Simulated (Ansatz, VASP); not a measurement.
# TiTe: VASP beside Ansatz

```
Ti Te
1.0
     3.60998    0.00000    0.00000
    -1.80499    3.12633    0.00000
     0.00000    0.00000    7.22351
Ti Te
2 2
Direct
  0.00000 0.00000 0.00000
  0.00000 0.00000 0.50000
  0.33333 0.66667 0.25000
  0.66667 0.33333 0.75000
```

Alike in both runs: functional PBEsol; k mesh 12 × 12 × 8; occupations gaussian, width 0.1 eV; no spin polarisation.

Ansatz relaxed the structure, and its values are those at the end. VASP's run is a single point on that final structure, the one shown.

|  | VASP | Ansatz |
| --- | --- | --- |
| version | VASP 6.6.1 | Ansatz 0.2.0 |
| potentials or method | VASP PAW PBE potentials, release 64 (Ti_sv, Te), cutoff 520 eV | scalar-relativistic, plane waves, PAW |
| valence electrons in the cell | 36 | 56 |

Ansatz gave:

| Property | Result |
| --- | --- |
| gap on the k mesh at the Fermi level (eV) | none |
| pressure (GPa) | 0.0 |

Question: What did VASP give for the same quantities?

Answer: gap on the k mesh at the Fermi level (eV): none; pressure (GPa): 0.1.

VASP's potentials were made for PBE, not for PBEsol. A gap of «none» marks a metal or a gap that the smearing closes. With one functional, cell and mesh, what is left measures potentials, basis and numerics. VASP's potentials hold 36 valence electrons a cell and Ansatz's 56, so a difference there can come from the potentials and not from the codes.

Spin-orbit coupling is off throughout.
